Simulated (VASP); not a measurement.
Crystal: SnSe (CsCl type).

```xyz
2
Lattice="3.0547 0.0000 0.0000 0.0000 3.0547 0.0000 0.0000 0.0000 3.0547" Properties=species:S:1:pos:R:3 pbc="T T T"
Sn    0.0000    0.0000    0.0000
Se    1.5273    1.5273    1.5273
```

- Program: VASP 6.6.1
- Task: relaxation of cell and atoms
- Functional: PBE
- Potentials or basis: VASP PAW PBE potentials, release 64 (Sn_d, Se)
- Cutoff: 600 eV
- k mesh: 14 × 14 × 14
- Occupations: fermi-dirac, width 0.08 eV
- Spin: no spin polarisation

At the start: pressure 99.2 GPa; volume 14.25 Å³/atom.

Task: How do energy, volume and symmetry change on relaxing?

Result: Over 19 steps the energy falls by 1932.1 meV/atom and the volume is 24.95 Å³/atom (+75.0 %); space group Pm-3m (No. 221, to 0.1 Å) before and after.

The path:
| step | energy change (eV) | largest force (eV/Å) | pressure (GPa) | volume (Å³) |
| --- | --- | --- | --- | --- |
| 1 | 0.0000 | 0.0000 | 99.22 | 28.50 |
| 2 | -2.4602 | 0.0000 | -8.77 | 82.62 |
| 3 | -3.8643 | 0.0000 | -0.11 | 49.93 |
| 4 | -3.8637 | 0.0000 | 0.42 | 49.43 |
| 5 | -3.8638 | 0.0000 | 0.45 | 49.43 |
| 6 | -3.8638 | 0.0000 | 0.41 | 49.44 |
| 7 | -3.8638 | 0.0000 | 0.41 | 49.44 |
| 8 | -3.8638 | 0.0000 | 0.41 | 49.44 |
| 9 | -3.8638 | 0.0000 | 0.41 | 49.44 |
| 10 | -3.8638 | 0.0000 | 0.41 | 49.44 |
| 11 | -3.8638 | 0.0000 | 0.42 | 49.44 |
| 12 | -3.8638 | 0.0000 | 0.42 | 49.44 |
| 13 | -3.8638 | 0.0000 | 0.44 | 49.44 |
| 14 | -3.8638 | 0.0000 | 0.38 | 49.45 |
| 15 | -3.8638 | 0.0000 | 0.37 | 49.47 |
| 16 | -3.8639 | 0.0000 | 0.35 | 49.49 |
| 17 | -3.8640 | 0.0000 | 0.28 | 49.55 |
| 18 | -3.8642 | 0.0000 | 0.20 | 49.66 |
| 19 | -3.8643 | 0.0000 | -0.01 | 49.89 |

Final structure:
```cif
data_structure
_symmetry_space_group_name_H-M 'P 1'
_symmetry_Int_Tables_number 1
_cell_length_a 3.6814
_cell_length_b 3.6814
_cell_length_c 3.6814
_cell_angle_alpha 90.000
_cell_angle_beta 90.000
_cell_angle_gamma 90.000
_cell_volume 49.89
loop_
_atom_site_label
_atom_site_type_symbol
_atom_site_fract_x
_atom_site_fract_y
_atom_site_fract_z
_atom_site_occupancy
Sn1 Sn 0.00000 0.00000 0.00000 1
Se1 Se 0.50000 0.50000 0.50000 1
```

Caveat: the volume moved by over 15 % at a fixed basis, so the end points are rough.
